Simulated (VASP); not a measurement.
Crystal: AlCu.

```
Al Cu
1.0
     2.99751    0.00000    0.00000
     0.00000    2.99751    0.00000
     0.00000    0.00000    2.99751
Al Cu
1 1
Cartesian
  0.0000 0.0000 0.0000
  1.4988 1.4988 1.4988
```

```yaml
Program: VASP 6.6.1
Task: relaxation of cell and atoms
Functional: LDA
Potentials_or_basis: VASP PAW LDA potentials, release 64 (Al, Cu)
Cutoff: 600 eV
k_mesh: 7 × 7 × 7
Occupations: gaussian, width 0.1 eV
Spin: no spin polarisation
```

At the start: pressure -7.2 GPa; volume 13.47 Å³/atom.

Problem. How do energy, volume and symmetry change on relaxing?

Solution. Over 4 steps the energy falls by 22.2 meV/atom and the volume is 12.60 Å³/atom (-6.4 %); space group Pm-3m (No. 221, to 0.05 Å).

The path:
```csv
step,energy change (eV),largest force (eV/Å),pressure (GPa),volume (Å³)
1,0.0000,0.0000,-7.20,26.93
2,-0.0392,0.0000,3.18,24.64
3,-0.0445,0.0000,0.16,25.16
4,-0.0445,0.0000,-0.01,25.20
```

Final structure:
```
CELL_PARAMETERS angstrom
2.93171 0.00000 0.00000
0.00000 2.93171 0.00000
0.00000 0.00000 2.93171
ATOMIC_POSITIONS crystal
Al 0.00000 0.00000 0.00000
Cu 0.50000 0.50000 0.50000
```
